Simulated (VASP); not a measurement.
A run of VASP 6.6.1:

The input INCAR:

```
PREC = Accurate
ENCUT = 520
EDIFF = 1E-6
ISMEAR = 0
SIGMA = 0.01
LREAL = False
LASPH = True
NELM = 80
ALGO = Normal
ISIF = 2
LWAVE = False
LCHARG = False
GGA = PE
NBANDS = 14
```

Contents of KPOINTS:

```
regular mesh
0
Gamma
  4 4 4
```

File POSCAR:

```
NaCl
1.0
    0.0326518274      2.8027319622      2.8027319622
    2.8027319622      0.0326518274      2.8027319622
    2.8353837895      2.8353837895     -0.0000000001
Na Cl
1 1
Direct
    0.0000000000      0.0000000000      0.0000000000
    0.5000000000      0.5000000000      0.5000000000
```

Potentials or basis: VASP PAW PBE potentials, release 64 (Na_pv, Cl).

Command:

```sh
$ cat potpaw_PBE.64/Na_pv/POTCAR potpaw_PBE.64/Cl/POTCAR > POTCAR
$ mpirun -np 1 vasp_std > vasp.out
```

Hardware: 1 thread of Intel Xeon 8259CL, on a shared host.

Problem. Estimate the wall time of this run.

Solution. It took 17 s on 1 thread of Intel Xeon 8259CL, on a shared host, peak memory 0.16 GiB. Counts: scf iterations 12, k points 18.
